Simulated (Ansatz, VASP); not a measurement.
# Sc: VASP beside Ansatz

```
Sc
1.0
     2.96192    0.00000    0.00000
     0.00000    2.96192    0.00000
     0.00000    0.00000    2.96192
Sc
1
Cartesian
  0.0000 0.0000 0.0000
```

Alike in both runs: functional r2SCAN; k mesh 10 × 10 × 10; occupations fermi-dirac, width 0.1 eV; no spin polarisation.

Ansatz relaxed the structure, and its values are those at the end. VASP's run is a single point on that final structure, the one shown.

|  | VASP | Ansatz |
| --- | --- | --- |
| version | VASP 6.6.1 | Ansatz 0.2.0 |
| potentials or method | VASP PAW PBE potentials, release 64 (Sc_sv), cutoff 520 eV | plane waves (500 eV) with PAW, scalar-relativistic |
| valence electrons in the cell | 11 | 11 |

```csv
,VASP,Ansatz,Ansatz less VASP
pressure (GPa),0.1,0.0,-0.15
```

VASP's potentials were made for PBE, not for r2SCAN. With one functional, cell and mesh, what is left measures potentials, basis and numerics.
